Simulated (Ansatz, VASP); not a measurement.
# BeAs2: VASP beside Ansatz

```xyz
6
Lattice="0.0000 3.8370 3.8370 3.8370 0.0000 3.8370 3.8370 3.8370 0.0000" Properties=species:S:1:pos:R:3 pbc="T T T"
Be    0.0000    0.0000    0.0000
Be    1.9185    1.9185    1.9185
As    4.7963    4.7963    4.7963
As    4.7963    2.8778    2.8778
As    2.8778    2.8778    4.7963
As    2.8778    4.7963    2.8778
```

Alike in both runs: functional PBE; k mesh 4 × 4 × 4; occupations gaussian, width 0.1 eV; no spin polarisation.

Ansatz relaxed the structure, and its values are those at the end. VASP's run is a single point on that final structure, the one shown.

```csv
,VASP,Ansatz
version,VASP 6.6.1,Ansatz 0.2.0
potentials or method,"VASP PAW PBE potentials, release 64 (Be, As), cutoff 520 eV","scalar-relativistic, plane waves, PAW"
valence electrons in the cell,24,64
```

|  | VASP | Ansatz | Ansatz less VASP |
| --- | --- | --- | --- |
| gap on the k mesh at the Fermi level (eV) | none | none | - |
| pressure (GPa) | 0.0 | -0.2 | -0.16 |

A gap of «none» marks a metal or a gap that the smearing closes. VASP's potentials hold 24 valence electrons a cell and Ansatz's 64, so a difference there can come from the potentials and not from the codes.
